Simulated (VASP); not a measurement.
# BaTiO3 (Pm-3m) in VASP: notebook

The runs below take BaTiO3 through single point, with PBE.

Everything below comes from runs of VASP 6.6.1. Logs are shortened: lines on timing, memory, paths and dates and some standing lists are left out, and cuts for length are marked.

### 1 The cell of the first run

It takes space group Pm-3m (No. 221, cubic). The conventional cell has a = 3.841 Å, b = 3.841 Å, c = 3.841 Å, α = 90.00°, β = 90.00°, γ = 90.00°. Ba (site symmetry m-3m) has 12 O at 2.72 Å and 8 Ti at 3.33 Å within 3.6 Å. Within 2.5 Å of Ti (site symmetry m-3m) lie 6 O at 1.92 Å. Within 2.5 Å of O (site symmetry 4/mmm) lie 2 Ti at 1.92 Å.

### 2 Single point, PBE

Contents of INCAR:

```
PREC     = Accurate       # precision mode
ENCUT    = 520            # plane-wave cutoff, eV
EDIFF    = 1E-6           # SCF threshold, eV
ISMEAR   = 0              # smearing method
SIGMA    = 0.02           # smearing width, eV
LREAL    = F              # projectors in reciprocal space
LASPH    = T              # aspherical terms in the spheres
NELM     = 60             # most SCF steps
ALGO     = Normal         # electronic algorithm
ISIF     = 2              # what is computed and relaxed
LWAVE    = F              # write WAVECAR
LCHARG   = F              # write CHGCAR
GGA      = PE             # functional
NBANDS   = 28             # bands
```

Contents of KPOINTS:

```
regular mesh
0
Gamma
  6 6 6
```

Contents of POSCAR:

```
BaTiO3
1.0
    2.7162830209      1.5682467334      2.2178401513
   -2.7162830209      1.5682467334      2.2178401513
    0.0000000000     -3.1364934666      2.2178401514
Ba Ti O
1 1 3
Direct
   -0.0057798519     -0.0057798519     -0.0057798519
    0.4942198479      0.4942198479      0.4942198479
    0.4942204797      0.9942200447      0.4942204797
    0.4942204797      0.4942204797      0.9942200447
    0.9942200447      0.4942204797      0.4942204797
```

Potentials or basis: VASP PAW PBE potentials, release 64 (Ba_sv, Ti_sv, O).

Command:

```console
$ cat potpaw_PBE.64/Ba_sv/POTCAR potpaw_PBE.64/Ti_sv/POTCAR potpaw_PBE.64/O/POTCAR > POTCAR
$ mpirun -np 1 vasp_std > vasp.out
```

OUTCAR:

```text
PREC = Accurate
   ENCUT = 520
   EDIFF = 1E-6
   ISMEAR = 0
   LREAL = F
   LASPH = T
   NELM = 60
   ISIF = 2
   GGA = PE

 ion  position               nearest neighbor table
   1  0.994  0.994  0.994-   4 2.72   4 2.72   3 2.72   5 2.72   3 2.72   5 2.72   3 2.72   5 2.72
                             4 2.72   5 2.72   3 2.72   4 2.72   2 3.33   2 3.33   2 3.33   2 3.33
   2  0.494  0.494  0.494-   3 1.92   5 1.92   4 1.92   3 1.92   5 1.92   4 1.92   1 3.33   1 3.33
                             1 3.33   1 3.33   1 3.33   1 3.33   1 3.33   1 3.33
   3  0.494  0.994  0.494-   2 1.92   2 1.92   1 2.72   1 2.72   1 2.72   1 2.72
   4  0.494  0.494  0.994-   2 1.92   2 1.92   1 2.72   1 2.72   1 2.72   1 2.72
   5  0.994  0.494  0.494-   2 1.92   2 1.92   1 2.72   1 2.72   1 2.72   1 2.72

  LATTYP: Found a simple cubic cell.
 ALAT       =     3.8414068000

  Lattice vectors:

 A1 = (   2.7162830209,   1.5682467334,   2.2178401513)
 A2 = (  -2.7162830209,   1.5682467334,   2.2178401513)
 A3 = (   0.0000000000,  -3.1364934666,   2.2178401514)

Analysis of symmetry for initial positions (statically):
=====================================================================
 Subroutine PRICEL returns:
 Original cell was already a primitive cell.

 Routine SETGRP: Setting up the symmetry group for a
 simple cubic supercell.

 Subroutine GETGRP returns: Found 48 space group operations
 (whereof  6 operations were pure point group operations)
 out of a pool of 48 trial point group operations.

The static configuration has the point symmetry C_3v.
 The point group associated with its full space group is O_h .

Analysis of symmetry for dynamics (positions and initial velocities):
=====================================================================
 Subroutine PRICEL returns:
 Original cell was already a primitive cell.

 Routine SETGRP: Setting up the symmetry group for a
 simple cubic supercell.

 Subroutine GETGRP returns: Found 48 space group operations
 (whereof  6 operations were pure point group operations)
 out of a pool of 48 trial point group operations.

The dynamic configuration has the point symmetry C_3v.
 The point group associated with its full space group is O_h .

 Subroutine INISYM returns: Found 48 space group operations
 (whereof  6 operations are pure point group operations),
 and found     1 'primitive' translations

----------------------------------------------------------------------------------------

                                     Primitive cell

  volume of cell :      56.6854

  direct lattice vectors                    reciprocal lattice vectors
     2.716283021  1.568246733  2.217840151     0.184075075  0.106275794  0.150296374
    -2.716283021  1.568246733  2.217840151    -0.184075075  0.106275794  0.150296374
     0.000000000 -3.136493467  2.217840151     0.000000000 -0.212551588  0.150296374

  length of vectors
     3.841406800  3.841406800  3.841406800     0.260321297  0.260321297  0.260321297

  position of ions in fractional coordinates (direct lattice)
     0.994220148  0.994220148  0.994220148
     0.494219848  0.494219848  0.494219848
     0.494220480  0.994220045  0.494220480
     0.494220480  0.494220480  0.994220045
     0.994220045  0.494220480  0.494220480

  ion indices of the primitive-cell ions
   primitive index   ion index
                 1           1
                 2           2
                 3           3
                 4           4
                 5           5

----------------------------------------------------------------------------------------

 KPOINTS: regular mesh

Automatic generation of k-mesh.
 Grid dimensions read from file:
 generate k-points for:    6    6    6

 Generating k-lattice:

  Cartesian coordinates                     Fractional coordinates (reciprocal lattice)
     0.030679179  0.017712632  0.025049396     0.166666667  0.000000000  0.000000000
    -0.030679179  0.017712632  0.025049396     0.000000000  0.166666667  0.000000000
     0.000000000 -0.035425265  0.025049396     0.000000000  0.000000000  0.166666667

  Length of vectors
     0.043386883  0.043386883  0.043386883

  Shift w.r.t. Gamma in fractional coordinates (k-lattice)
     0.000000000  0.000000000  0.000000000

 Subroutine IBZKPT returns following result:
 ===========================================

 Found     20 irreducible k-points:

 Following reciprocal coordinates:
            Coordinates               Weight
  0.000000  0.000000  0.000000      1.000000
  0.166667 -0.000000  0.000000      6.000000
  0.333333  0.000000  0.000000      6.000000
  0.500000  0.000000  0.000000      3.000000
  0.166667  0.166667  0.000000     12.000000
  0.333333  0.166667  0.000000     24.000000
[... 12 lines left out ...]
  0.500000  0.500000  0.333333      6.000000
  0.500000  0.500000  0.500000      1.000000
   k-points           NKPTS =     20   k-points in BZ     NKDIM =     20   number of bands    NBANDS=     28
   number of dos      NEDOS =    301   number of ions     NIONS =      5
   total plane-waves  NPLWV =  27000
   dimension x,y,z NGX =    30 NGY =   30 NGZ =   30
   dimension x,y,z NGXF=    60 NGYF=   60 NGZF=   60
   ions per type =               1   1   3
   NGX,Y,Z   is equivalent  to a cutoff of  12.98, 12.98, 12.98 a.u.
   NGXF,Y,Z  is equivalent  to a cutoff of  25.97, 25.97, 25.97 a.u.
 SYSTEM =  unknown system
   PREC   = accura    normal or accurate (medium, high low for compatibility)
   ISTART =      0    job   : 0-new  1-cont  2-samecut
   ICHARG =      2    charge: 1-file 2-atom 10-const
   ISPIN  =      1    spin polarized calculation?
   LNONCOLLINEAR =      F non collinear calculations
   LSORBIT =      F    spin-orbit coupling
   LASPH  =      T    aspherical Exc in radial PAW
   ENCUT  =  520.0 eV  38.22 Ry    6.18 a.u.   7.14  7.14  7.14*2*pi/ulx,y,z
   NELM   =     60;   NELMIN=  2; NELMDL= -5     # of ELM steps
   EDIFF  = 0.1E-05   stopping-criterion for ELM
   LREAL  =      F    real-space projection
   EDIFFG = 0.1E-04   stopping-criterion for IOM
   NSW    =      0    number of steps for IOM
   IBRION =     -1    ionic relax: 0-MD 1-quasi-New 2-CG
   NFREE  =      0    steps in history (QN), initial steepest desc. (CG)
   ISIF   =      2    stress and relaxation
   ISYM   =      2    0-nonsym 1-usesym 2-fastsym
   POTIM  = 0.5000    time-step for ionic-motion
   TEBEG  =    0.0;   TEEND  =   0.0 temperature during run
   PSTRESS=    0.0 pullay stress
   NELECT =      40.0000    total number of electrons
   NUPDOWN=      -1.0000    fix difference up-down
   EMIN   =  10.00;   EMAX   =-10.00  energy-range for DOS
   EFERMI =   0.00;   METHOD = LEGACY
   ISMEAR =     0;   SIGMA  =   0.02  broadening in eV -4-tet -1-fermi 0-gaus
   EFERMI_NEDOS =   21; number of points for ismear=-14 and -15
   IALGO  =     38    algorithm
   IMIX   =      4    mixing-type and parameters
     AMIX     =   0.40;   BMIX     =  1.00
     AMIX_MAG =   1.60;   BMIX_MAG =  1.00
  volume/ion in A,a.u.               =      11.34        76.51
  Fermi-wavevector in a.u.,A,eV,Ry     =   1.457486  2.754250 28.902404  2.124267
  Thomas-Fermi vector in A             =   2.574282
   LORBIT       =      0    0 simple, 1 ext, 2 COOP (PROOUT), +10 PAW based schemes
   GGA     = PE    functional components
   LHFCALC =     F    Hartree Fock is set to
   AEXX    =    0.0000 exact exchange contribution
   IVDW    =     0    specifies the selected vdW correction
   LEPSILON=     F    determine dielectric tensor
   LRPA    =     F    only Hartree local field effects (RPA)
 non-spin polarized calculation
 Gauss-broadening in eV      SIGMA  =   0.02
  energy-cutoff  :      520.00
  volume of cell :       56.69
 maximum number of plane-waves:      1568
 NGX is ok and might be reduce to    30
   NGX = 15   NGY = 15   NGZ = 15

 number of electron      39.9999982 magnetization

 Free energy of the ion-electron system (eV)
  ---------------------------------------------------
  ext. energy  EPLUGINS =         0.00000000
  ---------------------------------------------------
  free energy    TOTEN  =       -39.17595192 eV

  energy without entropy =      -39.17595192  energy(sigma->0) =      -39.17595192

 E-fermi :   4.9412     XC(G=0): -11.9231

 val. band max:        4.8414812210   @ k =   0.5000   0.5000   0.5000
 cond. band min:       6.8194315214   @ k =   0.0000   0.0000   0.0000
 fundamental gap:      1.9779503004
 Fermi energy:         4.9412419670

 k-point     1 :       0.0000    0.0000    0.0000
  band No.  band energies     occupation
      1     -51.2606      2.00000
      2     -27.5527      2.00000
      3     -27.5527      2.00000
      4     -27.5527      2.00000
      5     -19.7559      2.00000
      6     -12.2947      2.00000
[... 20 lines left out ...]
     27      10.0691      0.00000
     28      13.6958      0.00000

 k-point     2 :       0.1667   -0.0000    0.0000
  band No.  band energies     occupation
      1     -51.2601      2.00000
      2     -27.5774      2.00000
      3     -27.5517      2.00000
      4     -27.5517      2.00000
      5     -19.6994      2.00000
      6     -12.3774      2.00000
[... 20 lines left out ...]
     27      10.7258      0.00000
     28      14.1892      0.00000

 k-point     3 :       0.3333    0.0000    0.0000
  band No.  band energies     occupation
      1     -51.2590      2.00000
      2     -27.6264      2.00000
      3     -27.5497      2.00000
      4     -27.5496      2.00000
      5     -19.5820      2.00000
      6     -12.6664      2.00000
[... 20 lines left out ...]
     27      12.1782      0.00000
     28      13.6875      0.00000

 k-point     4 :       0.5000    0.0000    0.0000
  band No.  band energies     occupation
      1     -51.2585      2.00000
      2     -27.6505      2.00000
      3     -27.5487      2.00000
      4     -27.5486      2.00000
      5     -19.5208      2.00000
      6     -12.8273      2.00000
[... 20 lines left out ...]
     27      13.1559      0.00000
     28      13.5531      0.00000

 k-point     5 :       0.1667    0.1667    0.0000
  band No.  band energies     occupation
      1     -51.2596      2.00000
      2     -27.5771      2.00000
      3     -27.5753      2.00000
      4     -27.5507      2.00000
      5     -19.6487      2.00000
      6     -12.3732      2.00000
[... 20 lines left out ...]
     27      11.2868      0.00000
     28      14.2466      0.00000

 k-point     6 :       0.3333    0.1667    0.0000
  band No.  band energies     occupation
      1     -51.2585      2.00000
      2     -27.6247      2.00000
      3     -27.5737      2.00000
      4     -27.5487      2.00000
      5     -19.5435      2.00000
      6     -12.5378      2.00000
[... 339 lines left out ...]
      5     -19.3677      2.00000
      6     -11.8450      2.00000
[... 20 lines left out ...]
     27      13.4179      0.00000
     28      13.4600      0.00000

 k-point    18 :       0.5000    0.3333    0.3333
  band No.  band energies     occupation
      1     -51.2554      2.00000
      2     -27.6402      2.00000
      3     -27.6161      2.00000
      4     -27.6153      2.00000
      5     -19.3345      2.00000
      6     -11.7246      2.00000
[... 20 lines left out ...]
     27      13.3075      0.00000
     28      13.6847      0.00000

 k-point    19 :       0.5000    0.5000    0.3333
  band No.  band energies     occupation
      1     -51.2549      2.00000
      2     -27.6387      2.00000
      3     -27.6387      2.00000
      4     -27.6145      2.00000
      5     -19.3040      2.00000
      6     -11.4890      2.00000
[... 20 lines left out ...]
     27      13.3602      0.00000
     28      13.9454      0.00000

 k-point    20 :       0.5000    0.5000    0.5000
  band No.  band energies     occupation
      1     -51.2544      2.00000
      2     -27.6374      2.00000
      3     -27.6374      2.00000
      4     -27.6374      2.00000
      5     -19.2746      2.00000
      6     -11.2700      2.00000
[... 20 lines left out ...]
     27      13.9456      0.00000
     28      13.9456      0.00000

------------------------ aborting loop because EDIFF is reached ----------------------------------------

  FORCE on cell =-STRESS in cart. coord.  units (eV):
  Direction    XX          YY          ZZ          XY          YZ          ZX
  --------------------------------------------------------------------------------------
  -------------------------------------------------------------------------------------
  Total       11.6361450     11.6361450     11.6361906     -0.0000000      0.0000000     -0.0000000
  in kB      328.8885868    328.8885868    328.8898775     -0.0000000      0.0000000     -0.0000000
  external PRESSURE =     328.8890170 kB  Pullay stress =       0.0000000 kB

 VOLUME and BASIS-vectors are now :
 -----------------------------------------------------------------------------
  energy-cutoff  :      520.00
  volume of cell :       56.69
      direct lattice vectors                 reciprocal lattice vectors
     2.716283021  1.568246733  2.217840151     0.184075075  0.106275794  0.150296374
    -2.716283021  1.568246733  2.217840151    -0.184075075  0.106275794  0.150296374
     0.000000000 -3.136493467  2.217840151     0.000000000 -0.212551588  0.150296374

 POSITION                                       TOTAL-FORCE (eV/Angst)
 -----------------------------------------------------------------------------------
      0.00000      0.00000      6.61506         0.000000      0.000000     -0.000000
      0.00000      0.00000      3.28830         0.000000      0.000000      0.000000
     -1.35814      0.78412      4.39723         0.000000     -0.000000     -0.000000
      0.00000     -1.56825      4.39723         0.000000      0.000000     -0.000000
      1.35814      0.78412      4.39723        -0.000000     -0.000000      0.000000
 -----------------------------------------------------------------------------------
    total drift:                                0.000000      0.000004     -0.001679

  FREE ENERGIE OF THE ION-ELECTRON SYSTEM (eV)
  ---------------------------------------------------
  free  energy   TOTEN  =       -39.1759519245 eV

  energy  without entropy=      -39.1759519245  energy(sigma->0) =      -39.17595192
```

Run time: 71 s. Hardware: 1 thread of AMD EPYC 7R13, shared host; peak memory 0.16 GiB.

What came out:

| Property | Result |
| --- | --- |
| Free energy | -39.1760 eV |
| Pressure | 32.9 GPa |
| Band gap on the k mesh | 1.98 eV, indirect (the least direct gap lies 1.2 meV higher) |

Caveat: spin-orbit coupling is left out, which moves the levels of the heavy elements. A k mesh can miss the band edges.

### 3 Single point, PBE

This run uses another cell than the first one, of 10.39 Å³/atom, 0.916 times its volume.

Contents of INCAR:

```
ALGO = Normal
EDIFF = 1E-7
ENCUT = 520
GGA = PE
ISIF = 2
ISMEAR = 0
LASPH = T
LCHARG = F
LREAL = F
LWAVE = F
NBANDS = 28
NELM = 100
PREC = Accurate
SIGMA = 0.02
```

Contents of KPOINTS:

```
k-points
0
Gamma
  8 8 8
```

Contents of POSCAR:

```
BaTiO3
1.0
    2.6381797194      1.5231537712      2.1540647208
   -2.6381797194      1.5231537712      2.1540647208
    0.0000000000     -3.0463075423      2.1540647208
Ba Ti O
1 1 3
Direct
   -0.0057798000     -0.0057798000     -0.0057798000
    0.4942202000      0.4942202000      0.4942202000
    0.4942202000      0.9942202000      0.4942202000
    0.4942202000      0.4942202000      0.9942202000
    0.9942202000      0.4942202000      0.4942202000
```

Potentials or basis: VASP PAW PBE potentials, release 64 (Ba_sv, Ti_sv, O).

Command:

```console
$ cat potpaw_PBE.64/Ba_sv/POTCAR potpaw_PBE.64/Ti_sv/POTCAR potpaw_PBE.64/O/POTCAR > POTCAR
$ mpirun -np 1 vasp_std > vasp.out
```

Run time: 1.7 min. Hardware: 1 thread of AMD EPYC 7R13, shared host; peak memory 0.16 GiB.

The run converged. Its results:

```yaml
Free_energy: -37.7695 eV
Pressure: 63.8 GPa
Band_gap_on_the_k_mesh: 1.98 eV, direct
```

Levels at points of the mesh, in eV from the valence-band top:
| k point | band 17 | band 18 | band 19 | band 20 | band 21 | band 22 | band 23 | band 24 |
| --- | --- | --- | --- | --- | --- | --- | --- | --- |
| (0.00, 0.00, 0.00) | -1.63 | 0.00 | 0.00 | 0.00 | 1.98 | 1.98 | 1.98 | 4.94 |
| (0.50, 0.00, 0.00) | -2.16 | -2.16 | -0.76 | -0.76 | 2.26 | 4.50 | 4.50 | 5.41 |
| (0.50, 0.50, 0.00) | -1.64 | -0.77 | -0.77 | -0.27 | 4.52 | 4.52 | 5.00 | 6.60 |
| (0.50, 0.50, 0.50) | -2.25 | -0.15 | -0.15 | -0.15 | 5.48 | 5.48 | 5.48 | 7.62 |

Caveat: spin-orbit coupling is left out, which moves the levels of the heavy elements. A k mesh can miss the band edges.

### 4 Single point, PBE

This run uses another cell than the first one, of 10.39 Å³/atom, 0.916 times its volume.

Contents of INCAR:

```
SYSTEM = BaTiO3
  ALGO = Normal
  EDIFF = 1E-6
  ENCUT = 520
  GGA = PE
  ISIF = 2
  ISMEAR = 0
  LASPH = .True.
  LCHARG = .False.
  LREAL = .False.
  LWAVE = .False.
  NBANDS = 28
  NELM = 80
  PREC = Accurate
  SIGMA = 0.02
```

Contents of KPOINTS:

```
k-points
0
Gamma
  8 8 8
  0 0 0
```

POSCAR is that of step 3.

Command:

```console
$ cat potpaw_PBE.64/Ba_sv/POTCAR potpaw_PBE.64/Ti_sv/POTCAR potpaw_PBE.64/O/POTCAR > POTCAR
$ mpirun -np 1 vasp_std > vasp.out
```

It took 95 s on 1 thread of AMD EPYC 7R13, shared host; peak memory 0.16 GiB.

Results (log left out):

```
Free energy            : -37.7695 eV
Pressure               : 63.8 GPa
Band gap on the k mesh : 1.98 eV, direct
```

Levels at points of the mesh, in eV from the valence-band top:
| k point | band 17 | band 18 | band 19 | band 20 | band 21 | band 22 | band 23 | band 24 |
| --- | --- | --- | --- | --- | --- | --- | --- | --- |
| (0.00, 0.00, 0.00) | -1.63 | 0.00 | 0.00 | 0.00 | 1.98 | 1.98 | 1.98 | 4.94 |
| (0.50, 0.00, 0.00) | -2.16 | -2.16 | -0.76 | -0.76 | 2.26 | 4.50 | 4.50 | 5.41 |
| (0.50, 0.50, 0.00) | -1.64 | -0.77 | -0.77 | -0.27 | 4.52 | 4.52 | 5.00 | 6.60 |
| (0.50, 0.50, 0.50) | -2.25 | -0.15 | -0.15 | -0.15 | 5.48 | 5.48 | 5.48 | 7.62 |

Caveat: spin-orbit coupling is left out, which moves the levels of the heavy elements.
